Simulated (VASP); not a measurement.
# Ru (P6_3/mmc) in VASP: a series of runs, part 2 of 3

VASP 6.6.1. Earlier steps stand in the parts before.

## (3) Single point, PBE

This run uses another cell than the first one, of 13.76 Å³/atom, 1.033 times its volume.

The input, INCAR:

```
PREC = Accurate ; ENCUT = 520
EDIFF = 1E-6 ; ISMEAR = -1
SIGMA = 0.05 ; LREAL = F
LASPH = T ; NELM = 80
ALGO = Normal ; ISIF = 2
LWAVE = F ; LCHARG = T
GGA = PE ; LELF = T
LVHAR = T ; NBANDS = 21
```

The input, KPOINTS:

```
regular mesh
0
Gamma
  16 16 9
```

The input, POSCAR:

```
Ru
1.0
    2.7224821912      0.0000000000      0.0000000000
   -1.3612410956      2.3577387390      0.0000000000
    0.0000000000      0.0000000000      4.2886296544
Ru
2
Direct
    0.3333333333      0.6666666667      0.2500000000
    0.6666666667      0.3333333333      0.7500000000
```

Potentials or basis: VASP PAW PBE potentials, release 64 (Ru_pv).

The run is started by

```
cat potpaw_PBE.64/Ru_pv/POTCAR > POTCAR
mpirun -np 1 vasp_std > vasp.out
```

OUTCAR:

```text
PREC = Accurate
   ENCUT = 520
   EDIFF = 1E-6
   ISMEAR = -1
   LREAL = F
   LASPH = T
   NELM = 80
   ISIF = 2
   GGA = PE

 ion  position               nearest neighbor table
   1  0.333  0.667  0.250-   2 2.66   2 2.66   2 2.66   2 2.66   2 2.66   2 2.66
   2  0.667  0.333  0.750-   1 2.66   1 2.66   1 2.66   1 2.66   1 2.66   1 2.66

  LATTYP: Found a hexagonal cell.
 ALAT       =     2.7224821912
 C/A-ratio  =     1.5752645392

  Lattice vectors:

 A1 = (   2.7224821912,   0.0000000000,   0.0000000000)
 A2 = (  -1.3612410956,   2.3577387390,   0.0000000000)
 A3 = (   0.0000000000,   0.0000000000,   4.2886296544)

Analysis of symmetry for initial positions (statically):
=====================================================================
 Subroutine PRICEL returns:
 Original cell was already a primitive cell.

 Routine SETGRP: Setting up the symmetry group for a
 hexagonal supercell.

 Subroutine GETGRP returns: Found 24 space group operations
 (whereof 12 operations were pure point group operations)
 out of a pool of 24 trial point group operations.

The static configuration has the point symmetry D_3d.
 The point group associated with its full space group is D_6h.

Analysis of symmetry for dynamics (positions and initial velocities):
=====================================================================
 Subroutine PRICEL returns:
 Original cell was already a primitive cell.

 Routine SETGRP: Setting up the symmetry group for a
 hexagonal supercell.

 Subroutine GETGRP returns: Found 24 space group operations
 (whereof 12 operations were pure point group operations)
 out of a pool of 24 trial point group operations.

The dynamic configuration has the point symmetry D_3d.
 The point group associated with its full space group is D_6h.

 Subroutine INISYM returns: Found 24 space group operations
 (whereof 12 operations are pure point group operations),
 and found     1 'primitive' translations

----------------------------------------------------------------------------------------

                                     Primitive cell

  volume of cell :      27.5283

  direct lattice vectors                    reciprocal lattice vectors
     2.722482191  0.000000000  0.000000000     0.367311861  0.212067602  0.000000000
    -1.361241096  2.357738739  0.000000000     0.000000000  0.424135204  0.000000000
     0.000000000  0.000000000  4.288629654     0.000000000  0.000000000  0.233174716

  length of vectors
     2.722482191  2.722482191  4.288629654     0.424135204  0.424135204  0.233174716

  position of ions in fractional coordinates (direct lattice)
     0.333333333  0.666666667  0.250000000
     0.666666667  0.333333333  0.750000000

  ion indices of the primitive-cell ions
   primitive index   ion index
                 1           1
                 2           2

----------------------------------------------------------------------------------------

 KPOINTS: regular mesh

Automatic generation of k-mesh.
 Grid dimensions read from file:
 generate k-points for:   16   16    9

 Generating k-lattice:

  Cartesian coordinates                     Fractional coordinates (reciprocal lattice)
     0.022956991  0.013254225  0.000000000     0.062500000  0.000000000  0.000000000
     0.000000000  0.026508450  0.000000000     0.000000000  0.062500000  0.000000000
     0.000000000  0.000000000  0.025908302     0.000000000  0.000000000  0.111111111

  Length of vectors
     0.026508450  0.026508450  0.025908302

  Shift w.r.t. Gamma in fractional coordinates (k-lattice)
     0.000000000  0.000000000  0.000000000

 Subroutine IBZKPT returns following result:
 ===========================================

 Found    150 irreducible k-points:

 Following reciprocal coordinates:
            Coordinates               Weight
  0.000000  0.000000  0.000000      1.000000
  0.062500  0.000000  0.000000      6.000000
  0.125000  0.000000  0.000000      6.000000
  0.187500  0.000000  0.000000      6.000000
  0.250000  0.000000  0.000000      6.000000
  0.312500  0.000000  0.000000      6.000000
[... 16 lines left out ...]
  0.187500  0.187500  0.000000      6.000000
  0.250000  0.187500  0.000000     12.000000
 [... further k-points ...]
   k-points           NKPTS =    150   k-points in BZ     NKDIM =    150   number of bands    NBANDS=     21
   number of dos      NEDOS =    301   number of ions     NIONS =      2
   total plane-waves  NPLWV =  12800
   dimension x,y,z NGX =    20 NGY =   20 NGZ =   32
   dimension x,y,z NGXF=    40 NGYF=   40 NGZF=   64
   ions per type =               2
   NGX,Y,Z   is equivalent  to a cutoff of  12.21, 12.21, 12.40 a.u.
   NGXF,Y,Z  is equivalent  to a cutoff of  24.43, 24.43, 24.81 a.u.
 SYSTEM =  unknown system
   PREC   = accura    normal or accurate (medium, high low for compatibility)
   ISTART =      0    job   : 0-new  1-cont  2-samecut
   ICHARG =      2    charge: 1-file 2-atom 10-const
   ISPIN  =      1    spin polarized calculation?
   LNONCOLLINEAR =      F non collinear calculations
   LSORBIT =      F    spin-orbit coupling
   LASPH  =      T    aspherical Exc in radial PAW
   ENCUT  =  520.0 eV  38.22 Ry    6.18 a.u.   5.06  5.06  7.97*2*pi/ulx,y,z
   NELM   =     80;   NELMIN=  2; NELMDL= -5     # of ELM steps
   EDIFF  = 0.1E-05   stopping-criterion for ELM
   LREAL  =      F    real-space projection
[... 7 lines left out ...]
   TEBEG  =    0.0;   TEEND  =   0.0 temperature during run
   PSTRESS=    0.0 pullay stress
   NELECT =      28.0000    total number of electrons
   NUPDOWN=      -1.0000    fix difference up-down
   EMIN   =  10.00;   EMAX   =-10.00  energy-range for DOS
   EFERMI =   0.00;   METHOD = LEGACY
   ISMEAR =    -1;   SIGMA  =   0.05  broadening in eV -4-tet -1-fermi 0-gaus
   EFERMI_NEDOS =   21; number of points for ismear=-14 and -15
   IALGO  =     38    algorithm
   IMIX   =      4    mixing-type and parameters
     AMIX     =   0.40;   BMIX     =  1.00
     AMIX_MAG =   1.60;   BMIX_MAG =  1.00
  volume/ion in A,a.u.               =      13.76        92.89
  Fermi-wavevector in a.u.,A,eV,Ry     =   1.646396  3.111238 36.880241  2.710621
  Thomas-Fermi vector in A             =   2.736032
   LORBIT       =      0    0 simple, 1 ext, 2 COOP (PROOUT), +10 PAW based schemes
   GGA     = PE    functional components
[... 5 lines left out ...]
 non-spin polarized calculation
  energy-cutoff  :      520.00
  volume of cell :       27.53
 maximum number of plane-waves:       756
   NGX = 11   NGY = 11   NGZ = 15

 number of electron      28.0000012 magnetization

 Free energy of the ion-electron system (eV)
  ---------------------------------------------------
  ext. energy  EPLUGINS =         0.00000000
  ---------------------------------------------------
  free energy    TOTEN  =       -18.47732422 eV

  energy without entropy =      -18.46575486  energy(sigma->0) =      -18.47153954

 E-fermi :  12.6064     XC(G=0): -14.0353

 val. band max:       12.5933225765   @ k =   0.1250   0.0625   0.3333
 cond. band min:      12.6088149696   @ k =   0.4375   0.0625   0.3333
 fundamental gap:      0.0154923931
 Fermi energy:        12.6064007955

 k-point     1 :       0.0000    0.0000    0.0000
  band No.  band energies     occupation
      1     -31.0147      2.00000
      2     -30.1247      2.00000
      3     -30.1247      2.00000
      4     -29.9578      2.00000
      5     -29.9578      2.00000
      6     -29.9116      2.00000
[... 13 lines left out ...]
     20      23.0211      0.00000
     21      23.0369      0.00000

 k-point     2 :       0.0625    0.0000    0.0000
  band No.  band energies     occupation
      1     -31.0019      2.00000
      2     -30.1514      2.00000
      3     -30.1339      2.00000
      4     -29.9858      2.00000
      5     -29.9614      2.00000
      6     -29.9176      2.00000
[... 13 lines left out ...]
     20      23.0211      0.00000
     21      23.0356      0.00000
[... 487 lines left out ...]
      5     -30.1099      2.00000
      6     -30.0743      2.00000
[... 13 lines left out ...]
     20      23.0208      0.00000
     21      23.0264      0.00000

 k-point    24 :       0.2500    0.1875    0.0000
  band No.  band energies     occupation
      1     -30.6386      2.00000
      2     -30.6379      2.00000
      3     -30.5697      2.00000
      4     -30.3307      2.00000
      5     -30.1575      2.00000
      6     -30.1312      2.00000
[... 13 lines left out ...]
     20      23.0208      0.00000
     21      23.4172      0.00000

 [... further k-points ...]

------------------------ aborting loop because EDIFF is reached ----------------------------------------

  FORCE on cell =-STRESS in cart. coord.  units (eV):
  Direction    XX          YY          ZZ          XY          YZ          ZX
  --------------------------------------------------------------------------------------
  -------------------------------------------------------------------------------------
  Total       -0.0119052     -0.0119052     -0.0170576      0.0000000     -0.0000000      0.0000000
  in kB       -0.6928972     -0.6928972     -0.9927719      0.0000000     -0.0000000      0.0000000
  external PRESSURE =      -0.7928555 kB  Pullay stress =       0.0000000 kB

 VOLUME and BASIS-vectors are now :
 -----------------------------------------------------------------------------
  energy-cutoff  :      520.00
  volume of cell :       27.53
      direct lattice vectors                 reciprocal lattice vectors
     2.722482191  0.000000000  0.000000000     0.367311861  0.212067602  0.000000000
    -1.361241096  2.357738739  0.000000000     0.000000000  0.424135204  0.000000000
     0.000000000  0.000000000  4.288629654     0.000000000  0.000000000  0.233174716

 POSITION                                       TOTAL-FORCE (eV/Angst)
 -----------------------------------------------------------------------------------
     -0.00000      1.57183      1.07216        -0.000000      0.000000      0.000000
      1.36124      0.78591      3.21647         0.000000     -0.000000      0.000000
 -----------------------------------------------------------------------------------
    total drift:                                0.000000     -0.000000      0.000000

  FREE ENERGIE OF THE ION-ELECTRON SYSTEM (eV)
  ---------------------------------------------------
  free  energy   TOTEN  =       -18.4773242234 eV

  energy  without entropy=      -18.4657548625  energy(sigma->0) =      -18.47153954
```

OSZICAR:

```text
N       E                     dE             d eps       ncg     rms          rms(c)
DAV:   1     0.286809955804E+03    0.28681E+03   -0.17545E+04  6332   0.148E+03
DAV:   2    -0.140202708481E+02   -0.30083E+03   -0.29185E+03  6495   0.444E+02
DAV:   3    -0.197986974279E+02   -0.57784E+01   -0.57431E+01  7430   0.690E+01
DAV:   4    -0.198415977440E+02   -0.42900E-01   -0.42849E-01  7900   0.571E+00
DAV:   5    -0.198421298094E+02   -0.53207E-03   -0.52754E-03  7243   0.567E-01    0.172E+01
DAV:   6    -0.185596499399E+02    0.12825E+01   -0.29180E+00  7175   0.166E+01    0.449E+00
DAV:   7    -0.184848975892E+02    0.74752E-01   -0.43623E-01  7250   0.486E+00    0.984E-01
DAV:   8    -0.184780993442E+02    0.67982E-02   -0.17183E-02  6875   0.106E+00    0.404E-01
DAV:   9    -0.184773182036E+02    0.78114E-03   -0.12600E-03  7075   0.380E-01    0.341E-02
DAV:  10    -0.184773280962E+02   -0.98926E-05   -0.79784E-05  7225   0.911E-02    0.229E-02
DAV:  11    -0.184773244089E+02    0.36873E-05   -0.10935E-05  7085   0.310E-02    0.159E-03
DAV:  12    -0.184773242234E+02    0.18544E-06   -0.93138E-08  4260   0.316E-03
   1 F= -.18477324E+02 E0= -.18471540E+02  d E =-.115694E-01
```

Wall time 90 s (1 thread of AMD EPYC 7R13, shared host); peak memory 0.16 GiB.

What came out:

* Free energy: -18.4773 eV
* Pressure: -0.1 GPa
* Band gap on the k mesh: zero (band 14 reaches 14.13 eV, above the bottom of band 15 at 11.05 eV)

## (4) Single point, r2SCAN

This run uses another cell than the first one, of 13.51 Å³/atom, 1.014 times its volume.

The input, POSCAR:

```
Ru
1.0
    2.7062854072      0.0000000000      0.0000000000
   -1.3531427036      2.3437119126      0.0000000000
    0.0000000000      0.0000000000      4.2598667839
Ru
2
Direct
    0.3333333333      0.6666666667      0.2500000000
    0.6666666667      0.3333333333      0.7500000000
```

The input, INCAR.step1:

```
  PREC = Accurate
  ENCUT = 520
  ISMEAR = -1
  SIGMA = 0.05
  LREAL = F
  LASPH = T
  NELM = 80
  NBANDS = 21
  GGA = PE
  ALGO = Normal
  EDIFF = 1E-4
  LWAVE = T
  LCHARG = F
```

The input, INCAR.step2:

```
  PREC = Accurate
  ENCUT = 520
  EDIFF = 1E-7
  ISMEAR = -1
  SIGMA = 0.05
  LREAL = F
  LASPH = T
  NELM = 80
  ALGO = Normal
  ISIF = 2
  LWAVE = F
  LCHARG = T
  METAGGA = R2SCAN
  LMIXTAU = T
  LELF = T
  LVHAR = T
  NBANDS = 21
  ISTART = 1
```

The input, KPOINTS:

```
Automatic mesh
0
Gamma
  16 16 9
```

The run is started by

```
cat potpaw_PBE.64/Ru_pv/POTCAR > POTCAR
cp INCAR.step1 INCAR
mpirun -np 1 vasp_std > vasp.out
cp INCAR.step2 INCAR
mpirun -np 1 vasp_std > vasp.out
```

Run time: 5.2 min. Hardware: 1 thread of AMD EPYC 7R13, shared host; peak memory 0.16 GiB.

It converged, with:

```yaml
Free_energy: -50.8655 eV
Pressure: 1.1 GPa
Band_gap_on_the_k_mesh: zero (band 14 reaches 14.47 eV, above the bottom of band 15 at 11.17 eV)
```

Stress tensor (GPa, compression positive):
```
1.02 0.00 0.00
0.00 1.02 0.00
0.00 0.00 1.13
```

Levels at points of the mesh, in eV from the Fermi level:
| k point | band 10 | band 11 | band 12 | band 13 | band 14 | band 15 | band 16 | band 17 | band 18 | band 19 |
| --- | --- | --- | --- | --- | --- | --- | --- | --- | --- | --- |
| (0.00, 0.00, 0.00) | -2.74 | -2.50 | -2.02 | -2.02 | -1.53 | -1.53 | 1.22 | 1.22 | 1.41 | 8.38 |
| (0.50, 0.00, 0.00) | -3.23 | -2.18 | -1.91 | -1.58 | 1.44 | 1.89 | 2.01 | 4.23 | 6.42 | 8.38 |

Caveat: the PAW data sets were made with another functional, which shifts forces and pressure a little.

## (5) Relaxation of cell and atoms, PBE

This run uses another cell than the first one, of 13.55 Å³/atom, 1.018 times its volume.

The input, INCAR:

```
ALGO = Normal
EDIFF = 1E-6
EDIFFG = -0.01
ENCUT = 600
GGA = PE
IBRION = 2
ISIF = 3
ISMEAR = -1
LASPH = T
LCHARG = F
LREAL = F
LWAVE = F
NELM = 80
NSW = 80
PREC = Accurate
SIGMA = 0.05
```

The input, KPOINTS:

```
k-points
0
Gamma
  16 16 9
```

The input, POSCAR:

```
Ru
1.0
    2.7038900000      0.0000000000      0.0000000000
   -1.3519450000      2.3416374290      0.0000000000
    0.0000000000      0.0000000000      4.2816800000
Ru
2
Direct
    0.3333333333      0.6666666667      0.2500000000
    0.6666666667      0.3333333333      0.7500000000
```

The run is started by

```
cat potpaw_PBE.64/Ru_pv/POTCAR > POTCAR
mpirun -np 1 vasp_std > vasp.out
```

Run time: 11 min. Hardware: 1 thread of AMD EPYC 7R13, shared host; peak memory 0.19 GiB.

It converged, with:

```
Free energy                            : -18.4772 eV
Relaxed volume                         : 13.76 Å³/atom
Relaxed cell                           : a = 2.722 Å, b = 2.722 Å, c = 4.288 Å, α = 90.00°, β = 90.00°, γ = 120.00°
Space group after relaxing (to 0.05 Å) : P6_3/mmc (No. 194)
Energy gained by relaxing              : 3.3 meV/atom
Ionic steps                            : 13
Pressure after relaxing                : 0.0 GPa
Band gap on the k mesh                 : zero (band 14 reaches 14.14 eV, above the bottom of band 15 at 11.06 eV)
```

The path:
| step | energy change (eV) | largest force (eV/Å) | pressure (GPa) | volume (Å³) |
| --- | --- | --- | --- | --- |
| 1 | 0.0000 | 0.0000 | 4.83 | 27.11 |
| 2 | 0.0424 | 0.0000 | -12.26 | 28.74 |
| 3 | -0.0065 | 0.0000 | -0.22 | 27.54 |
| 4 | -0.0065 | 0.0000 | -0.16 | 27.53 |
| 5 | -0.0065 | 0.0000 | -0.07 | 27.52 |
| 6 | -0.0066 | 0.0000 | 0.21 | 27.50 |
| 7 | -0.0067 | 0.0000 | 0.11 | 27.51 |
| 8 | -0.0067 | 0.0000 | 0.11 | 27.51 |
| 9 | -0.0067 | 0.0000 | 0.16 | 27.50 |
| 10 | -0.0067 | 0.0000 | 0.12 | 27.51 |
| 11 | -0.0067 | 0.0000 | 0.12 | 27.51 |
| 12 | -0.0067 | 0.0000 | -0.30 | 27.54 |
| 13 | -0.0067 | 0.0000 | 0.03 | 27.52 |

Final structure:
```cif
data_structure
_symmetry_space_group_name_H-M 'P 1'
_symmetry_Int_Tables_number 1
_cell_length_a 2.7221
_cell_length_b 2.7221
_cell_length_c 4.2882
_cell_angle_alpha 90.000
_cell_angle_beta 90.000
_cell_angle_gamma 120.000
_cell_volume 27.52
loop_
_atom_site_label
_atom_site_type_symbol
_atom_site_fract_x
_atom_site_fract_y
_atom_site_fract_z
_atom_site_occupancy
Ru1 Ru 0.33333 0.66667 0.25000 1
Ru2 Ru 0.66667 0.33333 0.75000 1
```

Levels at points of the mesh, in eV from the Fermi level:
```
           k point  band 10  band 11  band 12  band 13  band 14  band 15  band 16  band 17  band 18
(0.00, 0.00, 0.00)    -2.57    -2.35    -1.89    -1.89    -1.41    -1.41     1.14     1.14     1.32
(0.50, 0.00, 0.00)    -3.00    -2.03    -1.80    -1.49     1.35     1.76     1.87     3.96     6.00
```

PBE usually gives volumes a little too large and moduli too small. Zero-point motion and thermal expansion aren't in these numbers.

(Continued in part 3 of 3.)
